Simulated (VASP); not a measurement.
# Te: single point with LDA

Te:

```
Te
1.0
     4.46205    0.00000    0.00000
    -2.23102    3.86425    0.00000
     0.00000    0.00000    6.13141
Te
3
Direct
  0.28554 0.00000 0.33333
  0.00000 0.28554 0.66667
  0.71446 0.71446 0.00000
```

```
Program                : VASP 6.6.1
Task                   : single point
Functional             : LDA
Potentials or basis    : VASP PAW LDA potentials, release 64 (Te)
Cutoff                 : 520 eV
k mesh                 : 8 × 8 × 5
Occupations            : fermi-dirac, width 0.05 eV
Spin                   : no spin polarisation
Dipole correction      : no
Further INCAR settings : ALGO = Normal; EDIFF = 1e-06; NBANDS = 16
```

- Pressure: -5.1 GPa
- Largest force: 0.341 eV/Å
- Band gap on the k mesh: 0.45 eV (least direct gap 0.52 eV)

Forces on the atoms (eV/Å):
```
Te  -0.341  0.000  0.000
Te   0.171 -0.296  0.000
Te   0.171  0.296  0.000
```

Stress tensor (GPa, compression positive):
```
-4.51  0.00  0.00
 0.00 -4.51  0.00
 0.00  0.00 -6.19
```

Levels at points of the mesh, in eV from the valence-band top:
```tsv
k point	band 7	band 8	band 9	band 10	band 11	band 12
(0.00, 0.00, 0.00)	-1.38	-1.38	-0.77	1.11	1.11	1.73
(0.50, 0.00, 0.00)	-3.23	-0.47	-0.40	0.73	0.73	3.04
```

Run time: 85 s on 1 thread of Intel Xeon 8259CL (shared host), peak memory 0.22 GiB.

Caveat: the cell stands under tension; spin-orbit coupling is left out, which moves the levels of the heavy elements; an odd mesh through Γ misses points on the zone boundary, where band edges can lie.
